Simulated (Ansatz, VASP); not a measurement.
# Ag: VASP beside Ansatz

INCAR

```
SYSTEM = Ag
PREC = Accurate
ENCUT = 520
EDIFF = 1E-7
ISMEAR = -1
SIGMA = 0.1
LREAL = .False.
LASPH = .True.
NELM = 80
ALGO = Normal
ISIF = 2
LWAVE = .False.
LCHARG = .False.
GGA = PE
NBANDS = 18
```

File KPOINTS:

```
Automatic mesh
0
Gamma
  14 14 14
  0 0 0
```

POSCAR

```
Ag
1.0
    0.0000000000      3.1876595513      3.1876595513
    3.1876595513      0.0000000000      3.1876595513
    3.1876595513      3.1876595513      0.0000000000
Ag
2
Direct
    0.1250000000      0.1250000000      0.1250000000
    0.8750000000      0.8750000000      0.8750000000
```

Input for Ansatz:

```yaml
crystal:
  lattice:
    - [0.0, 3.1876595513, 3.1876595513]
    - [3.1876595513, 0.0, 3.1876595513]
    - [3.1876595513, 3.1876595513, 0.0]
  atoms:
    - { symbol: Ag, position: [0.125, 0.125, 0.125] }
    - { symbol: Ag, position: [0.875, 0.875, 0.875] }
hamiltonian:
  xc: pbe
  pseudopotentials:
    kind: paw
    azcp:
      Ag: "pseudopotentials/Ag.paw.azcp"
basis:
  ecutwfc: 420
  fft_grid_basis: typed
kpoints:
  mp_grid: { grid: [14, 14, 14], shift: [0, 0, 0] }
magnetization:
  spin_polarized: false
scf:
  occupations: { method: fermi_dirac, width: 0.1 }
output:
  stress: true
```

Alike in both runs: task single point; functional PBE; k mesh 14 × 14 × 14; occupations fermi-dirac, width 0.1 eV; no spin polarisation.

```csv
,VASP,Ansatz
version,VASP 6.6.1,Ansatz 0.2.0
potentials or method,"VASP PAW PBE potentials, release 64 (Ag), cutoff 520 eV","plane waves (420 eV) with PAW, scalar-relativistic"
valence electrons in the cell,22,38
```

Ansatz gave:

- pressure (GPa): -1.8

Q: What did VASP give for the same quantities?

A: Pressure (GPa): -1.9.

VASP's potentials hold 22 valence electrons a cell and Ansatz's 38, so a difference there can come from the potentials and not from the codes.
